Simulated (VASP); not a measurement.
# Te2Mo in VASP: notebook

Te2Mo is run at these levels: PBE; tasks: single point.

Everything below comes from runs of VASP 6.6.1. Logs are shortened: lines on timing, memory, paths and dates and some standing lists are left out, and cuts for length are marked.

## Step 1: The cell of the first run

The cell holds a slab with vacuum, 6 atoms: a = 3.555 Å, b = 3.555 Å, c = 35.037 Å, α = 90.00°, β = 90.00°, γ = 120.00°.

## Step 2: Single point, PBE (atoms displaced along a vibrational mode)

File INCAR:

```
PREC = Accurate
ENCUT = 520
EDIFF = 1E-6
ISMEAR = 0
SIGMA = 0.05
LREAL = False
LASPH = True
NELM = 80
ALGO = Normal
ISIF = 2
LWAVE = False
LCHARG = False
GGA = PE
NBANDS = 35
```

File KPOINTS:

```
regular mesh
0
Gamma
  9 9 1
```

File POSCAR:

```
Te2Mo
1.0
    3.5549909197      0.0000000000      0.0000000000
   -1.7774954599      3.0787124467      0.0000000000
    0.0000000000      0.0000000000     35.0365360304
Te Mo
4 2
Direct
    0.3333333333      0.6666666667      0.4499597225
    0.2992966782      0.6666666667      0.9483984951
    0.3673699885      0.6666666667      0.0516015049
    0.3333333333      0.6666666667      0.5500402775
    0.0000000000      0.0000000000      0.0000000000
    0.0000000000      0.0000000000      0.5000000000
```

Potentials or basis: VASP PAW PBE potentials, release 64 (Te, Mo_sv).

Launch:

```sh
$ cat potpaw_PBE.64/Te/POTCAR potpaw_PBE.64/Mo_sv/POTCAR > POTCAR
$ mpirun -np 1 vasp_std > vasp.out
```

OUTCAR:

```text
PREC = Accurate
   ENCUT = 520
   EDIFF = 1E-6
   ISMEAR = 0
   LREAL = False
   LASPH = True
   NELM = 80
   ISIF = 2
   GGA = PE

 ion  position               nearest neighbor table
   1  0.333  0.667  0.450-   6 2.70   6 2.70   6 2.70   4 3.51
   2  0.299  0.667  0.948-   5 2.66   5 2.74   5 2.82   3 3.62
   3  0.367  0.667  0.052-   5 2.66   5 2.74   5 2.82   2 3.62
   4  0.333  0.667  0.550-   6 2.70   6 2.70   6 2.70   1 3.51
   5  0.000  0.000  0.000-   3 2.66   2 2.66   3 2.74   2 2.74   2 2.82   3 2.82
   6  0.000  0.000  0.500-   1 2.70   4 2.70   1 2.70   4 2.70   1 2.70   4 2.70

  LATTYP: Found a hexagonal cell.
 ALAT       =     3.5549909197
 C/A-ratio  =     9.8555908642

  Lattice vectors:

 A1 = (   3.5549909197,   0.0000000000,   0.0000000000)
 A2 = (  -1.7774954599,   3.0787124467,   0.0000000000)
 A3 = (   0.0000000000,   0.0000000000,  35.0365360304)

Analysis of symmetry for initial positions (statically):
=====================================================================
 Subroutine PRICEL returns:
 Original cell was already a primitive cell.

 Routine SETGRP: Setting up the symmetry group for a
 hexagonal supercell.

 Subroutine GETGRP returns: Found  2 space group operations
 (whereof  2 operations were pure point group operations)
 out of a pool of 24 trial point group operations.

The static configuration has the point symmetry C_2 .

Analysis of symmetry for dynamics (positions and initial velocities):
=====================================================================
 Subroutine PRICEL returns:
 Original cell was already a primitive cell.

 Routine SETGRP: Setting up the symmetry group for a
 hexagonal supercell.

 Subroutine GETGRP returns: Found  2 space group operations
 (whereof  2 operations were pure point group operations)
 out of a pool of 24 trial point group operations.

The dynamic configuration has the point symmetry C_2 .

 Subroutine INISYM returns: Found  2 space group operations
 (whereof  2 operations are pure point group operations),
 and found     1 'primitive' translations

----------------------------------------------------------------------------------------

                                     Primitive cell

  volume of cell :     383.4677

  direct lattice vectors                    reciprocal lattice vectors
     3.554990920  0.000000000  0.000000000     0.281294671  0.162405554  0.000000000
    -1.777495460  3.078712447  0.000000000     0.000000000  0.324811108  0.000000000
     0.000000000  0.000000000 35.036536030     0.000000000  0.000000000  0.028541634

  length of vectors
     3.554990920  3.554990920 35.036536030     0.324811108  0.324811108  0.028541634

  position of ions in fractional coordinates (direct lattice)
     0.333333333  0.666666667  0.449959722
     0.299296678  0.666666667  0.948398495
     0.367369989  0.666666667  0.051601505
     0.333333333  0.666666667  0.550040278
     0.000000000  0.000000000  0.000000000
     0.000000000  0.000000000  0.500000000

  ion indices of the primitive-cell ions
   primitive index   ion index
                 1           1
                 2           2
                 3           3
                 4           4
                 5           5
                 6           6

----------------------------------------------------------------------------------------

 KPOINTS: regular mesh

Automatic generation of k-mesh.
 Grid dimensions read from file:
 generate k-points for:    9    9    1

 Generating k-lattice:

  Cartesian coordinates                     Fractional coordinates (reciprocal lattice)
     0.031254963  0.018045062  0.000000000     0.111111111 -0.000000000  0.000000000
     0.000000000  0.036090123  0.000000000     0.000000000  0.111111111  0.000000000
     0.000000000  0.000000000  0.028541634     0.000000000  0.000000000  1.000000000

  Length of vectors
     0.036090123  0.036090123  0.028541634

  Shift w.r.t. Gamma in fractional coordinates (k-lattice)
     0.000000000  0.000000000  0.000000000

 Subroutine IBZKPT returns following result:
 ===========================================

 Found     25 irreducible k-points:

 Following reciprocal coordinates:
            Coordinates               Weight
  0.000000  0.000000  0.000000      1.000000
  0.111111  0.000000  0.000000      4.000000
  0.000000  0.111111  0.000000      2.000000
  0.222222  0.000000  0.000000      4.000000
  0.000000  0.222222  0.000000      2.000000
  0.333333  0.000000  0.000000      4.000000
[... 16 lines left out ...]
 -0.222222 -0.444444  0.000000      4.000000
  0.444444  0.333333  0.000000      4.000000
   k-points           NKPTS =     25   k-points in BZ     NKDIM =     25   number of bands    NBANDS=     35
   number of dos      NEDOS =    301   number of ions     NIONS =      6
   total plane-waves  NPLWV = 211680
   dimension x,y,z NGX =    28 NGY =   28 NGZ =  270
   dimension x,y,z NGXF=    56 NGYF=   56 NGZF=  540
   ions per type =               4   2
   NGX,Y,Z   is equivalent  to a cutoff of  13.09, 13.09, 12.81 a.u.
   NGXF,Y,Z  is equivalent  to a cutoff of  26.19, 26.19, 25.62 a.u.
 SYSTEM =  unknown system
   PREC   = accura    normal or accurate (medium, high low for compatibility)
   ISTART =      0    job   : 0-new  1-cont  2-samecut
   ICHARG =      2    charge: 1-file 2-atom 10-const
   ISPIN  =      1    spin polarized calculation?
   LNONCOLLINEAR =      F non collinear calculations
   LSORBIT =      F    spin-orbit coupling
   LASPH  =      T    aspherical Exc in radial PAW
   ENCUT  =  520.0 eV  38.22 Ry    6.18 a.u.   6.61  6.61 65.14*2*pi/ulx,y,z
   NELM   =     80;   NELMIN=  2; NELMDL= -5     # of ELM steps
   EDIFF  = 0.1E-05   stopping-criterion for ELM
   LREAL  =      F    real-space projection
   EDIFFG = 0.1E-04   stopping-criterion for IOM
   NSW    =      0    number of steps for IOM
   IBRION =     -1    ionic relax: 0-MD 1-quasi-New 2-CG
   NFREE  =      0    steps in history (QN), initial steepest desc. (CG)
   ISIF   =      2    stress and relaxation
   ISYM   =      2    0-nonsym 1-usesym 2-fastsym
   POTIM  = 0.5000    time-step for ionic-motion
   TEBEG  =    0.0;   TEEND  =   0.0 temperature during run
   PSTRESS=    0.0 pullay stress
   NELECT =      52.0000    total number of electrons
   NUPDOWN=      -1.0000    fix difference up-down
   EMIN   =  10.00;   EMAX   =-10.00  energy-range for DOS
   EFERMI =   0.00;   METHOD = LEGACY
   ISMEAR =     0;   SIGMA  =   0.05  broadening in eV -4-tet -1-fermi 0-gaus
   EFERMI_NEDOS =   21; number of points for ismear=-14 and -15
   IALGO  =     38    algorithm
   IMIX   =      4    mixing-type and parameters
     AMIX     =   0.40;   BMIX     =  1.00
     AMIX_MAG =   1.60;   BMIX_MAG =  1.00
  volume/ion in A,a.u.               =      63.91       431.29
  Fermi-wavevector in a.u.,A,eV,Ry     =   0.841072  1.589395  9.624783  0.707402
  Thomas-Fermi vector in A             =   1.955557
   LORBIT       =      0    0 simple, 1 ext, 2 COOP (PROOUT), +10 PAW based schemes
   GGA     = PE    functional components
   LHFCALC =     F    Hartree Fock is set to
   AEXX    =    0.0000 exact exchange contribution
   IVDW    =     0    specifies the selected vdW correction
   LEPSILON=     F    determine dielectric tensor
   LRPA    =     F    only Hartree local field effects (RPA)
 non-spin polarized calculation
 Gauss-broadening in eV      SIGMA  =   0.05
  energy-cutoff  :      520.00
  volume of cell :      383.47
 maximum number of plane-waves:     10463
   NGX = 13   NGY = 13   NGZ =131

 number of electron      51.9999989 magnetization

 Free energy of the ion-electron system (eV)
  ---------------------------------------------------
  ext. energy  EPLUGINS =         0.00000000
  ---------------------------------------------------
  free energy    TOTEN  =       -35.91702390 eV

  energy without entropy =      -35.91702390  energy(sigma->0) =      -35.91702390

 E-fermi :   0.5605     XC(G=0):  -4.7404

 val. band max:        0.1690663774   @ k =   0.3333   0.3333   0.0000
 cond. band min:       1.0552071604   @ k =   0.3333   0.3333   0.0000
 fundamental gap:      0.8861407830
 Fermi energy:         0.5604756985

 k-point     1 :       0.0000    0.0000    0.0000
  band No.  band energies     occupation
      1     -60.5617      2.00000
      2     -60.5258      2.00000
      3     -34.7139      2.00000
      4     -34.6764      2.00000
      5     -34.6305      2.00000
      6     -34.6305      2.00000
[... 27 lines left out ...]
     34       3.5347      0.00000
     35       4.3079      0.00000

 k-point     2 :       0.1111    0.0000    0.0000
  band No.  band energies     occupation
      1     -60.5607      2.00000
      2     -60.5248      2.00000
      3     -34.7106      2.00000
      4     -34.6735      2.00000
      5     -34.6447      2.00000
      6     -34.6338      2.00000
[... 27 lines left out ...]
     34       3.4031      0.00000
     35       4.5623      0.00000

 k-point     3 :       0.0000    0.1111    0.0000
  band No.  band energies     occupation
      1     -60.5607      2.00000
      2     -60.5248      2.00000
      3     -34.7106      2.00000
      4     -34.6735      2.00000
      5     -34.6447      2.00000
      6     -34.6338      2.00000
[... 27 lines left out ...]
     34       3.3485      0.00000
     35       4.5640      0.00000
[... 723 lines left out ...]
 k-point    23 :      -0.2222   -0.4444    0.0000
  band No.  band energies     occupation
      1     -60.5524      2.00000
      2     -60.5168      2.00000
      3     -34.7332      2.00000
      4     -34.6858      2.00000
      5     -34.6843      2.00000
      6     -34.6668      2.00000
[... 27 lines left out ...]
     34       4.0160      0.00000
     35       4.9506      0.00000

 k-point    24 :       0.4444    0.3333    0.0000
  band No.  band energies     occupation
      1     -60.5524      2.00000
      2     -60.5169      2.00000
      3     -34.7332      2.00000
      4     -34.6858      2.00000
      5     -34.6843      2.00000
      6     -34.6708      2.00000
[... 27 lines left out ...]
     34       4.0160      0.00000
     35       4.9939      0.00000

 [... further k-points ...]

------------------------ aborting loop because EDIFF is reached ----------------------------------------

  FORCE on cell =-STRESS in cart. coord.  units (eV):
  Direction    XX          YY          ZZ          XY          YZ          ZX
  --------------------------------------------------------------------------------------
  -------------------------------------------------------------------------------------
  Total        1.1229119      1.1272555      3.2389130     -0.0000000      0.0000000     -2.6651261
  in kB        4.6916702      4.7098183     13.5325948     -0.0000000      0.0000000    -11.1352393
  external PRESSURE =       7.6446944 kB  Pullay stress =       0.0000000 kB

 VOLUME and BASIS-vectors are now :
 -----------------------------------------------------------------------------
  energy-cutoff  :      520.00
  volume of cell :      383.47
      direct lattice vectors                 reciprocal lattice vectors
     3.554990920  0.000000000  0.000000000     0.281294671  0.162405554  0.000000000
    -1.777495460  3.078712447  0.000000000     0.000000000  0.324811108  0.000000000
     0.000000000  0.000000000 35.036536030     0.000000000  0.000000000  0.028541634

 POSITION                                       TOTAL-FORCE (eV/Angst)
 -----------------------------------------------------------------------------------
     -0.00000      2.05247     15.76503         0.000046      0.000003     -0.799435
     -0.12100      2.05247     33.22860         0.737017     -0.071491     -0.126686
      0.12100      2.05247      1.80794        -0.737017     -0.071491      0.126686
     -0.00000      2.05247     19.27151        -0.000046      0.000003      0.799435
      0.00000      0.00000      0.00000        -0.000000      0.142974      0.000000
      0.00000      0.00000     17.51827        -0.000000      0.000002      0.000000
 -----------------------------------------------------------------------------------
    total drift:                                0.000000     -0.000015     -0.000000

  FREE ENERGIE OF THE ION-ELECTRON SYSTEM (eV)
  ---------------------------------------------------
  free  energy   TOTEN  =       -35.9170239029 eV

  energy  without entropy=      -35.9170239029  energy(sigma->0) =      -35.91702390
```

It took 18 min on 1 thread of Intel Xeon 8259CL, shared host; peak memory 0.68 GiB.

What came out:

```
Free energy            : -35.9170 eV
Largest force          : 0.799 eV/Å
Band gap on the k mesh : 0.89 eV
```

Forces in eV/Å, atoms in the order of the input:
```
Te   0.000  0.000 -0.799
Te   0.737 -0.071 -0.127
Te  -0.737 -0.071  0.127
Te   0.000  0.000  0.799
Mo   0.000  0.143  0.000
Mo   0.000  0.000  0.000
```

Caveat: the cell differs from its parent crystal (atoms displaced along a vibrational mode); spin-orbit coupling is left out, which moves the levels of the heavy elements.

## Step 3: Single point, PBE (atoms displaced along a vibrational mode)

File INCAR:

```
SYSTEM = Te2Mo
PREC = Accurate
ENCUT = 520
EDIFF = 1E-6
ISMEAR = 0
SIGMA = 0.05
LREAL = .False.
LASPH = .True.
NELM = 60
ALGO = Normal
ISIF = 2
LWAVE = .False.
LCHARG = .False.
GGA = PE
NBANDS = 35
```

File KPOINTS:

```
Automatic mesh
0
Gamma
  9 9 1
  0 0 0
```

File POSCAR:

```
Te2Mo
1.0
    3.5549909197      0.0000000000      0.0000000000
   -1.7774954599      3.0787124467      0.0000000000
    0.0000000000      0.0000000000     35.0365360304
Te Mo
4 2
Direct
    0.3333333333      0.6666666667      0.4468372677
    0.3219971581      0.6666666667      0.9483984951
    0.3446695086      0.6666666667      0.0516015049
    0.3333333333      0.6666666667      0.5531627323
    0.0000000000      0.0000000000      0.0000000000
    0.0000000000      0.0000000000      0.5000000000
```

Potentials or basis: VASP PAW PBE potentials, release 64 (Te, Mo_sv).

Launch:

```sh
$ cat potpaw_PBE.64/Te/POTCAR potpaw_PBE.64/Mo_sv/POTCAR > POTCAR
$ mpirun -np 1 vasp_std > vasp.out
```

Wall time 20 min (1 thread of Intel Xeon 8259CL, shared host); peak memory 0.67 GiB.

The run converged. Its results:

| Item | Value |
| --- | --- |
| Free energy | -36.0031 eV |
| Largest force | 0.663 eV/Å |
| Band gap on the k mesh | 0.98 eV |

Forces in eV/Å, atoms in the order of the input:
```
Te   0.000  0.000  0.663
Te   0.246 -0.008 -0.026
Te  -0.246 -0.008  0.026
Te   0.000  0.000 -0.663
Mo   0.000  0.016  0.000
Mo   0.000  0.000  0.000
```

Levels at points of the mesh, in eV from the valence-band top:
```csv
k point,band 22,band 23,band 24,band 25,band 26,band 27,band 28,band 29,band 30,band 31
"(0.00, 0.00, 0.00)",-0.97,-0.78,-0.78,-0.58,-0.54,2.94,2.94,2.96,2.96,3.17
```

Caveat: the cell differs from its parent crystal (atoms displaced along a vibrational mode); spin-orbit coupling is left out, which moves the levels of the heavy elements.

[end of part 1 of 2]
